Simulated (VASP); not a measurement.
The system is CaO.

```
CELL_PARAMETERS angstrom
0.00000 2.60673 2.60673
2.60673 0.00000 2.60673
2.60673 2.60673 0.00000
ATOMIC_POSITIONS crystal
Ca 0.00000 0.00000 0.00000
O 0.25000 0.25000 0.25000
```

Base run:

* Program: VASP 6.6.1
* Functional: r2SCAN
* Dispersion: rVV10
* Potentials or basis: VASP PAW PBE potentials, release 64 (Ca_sv, O)
* Cutoff: 660 eV
* k mesh: 6 × 6 × 6
* Occupations: gaussian, width 0.01 eV
* Spin: no spin polarisation

Its results: band gap on the k mesh 3.64 eV (least direct gap 4.27 eV); pressure 0.1 GPa.

Question: The run is repeated on the same cell with these changes: dispersion from rVV10 to D3(BJ). What comes out?

Answer: Band gap on the k mesh 3.74 eV (least direct gap 4.36 eV); pressure -0.2 GPa.

Caveats: the structure was generated, so it needn't be the stable form of CaO; the PAW data sets were made with another functional, which shifts forces and pressure a little.

A k mesh can miss the band edges.
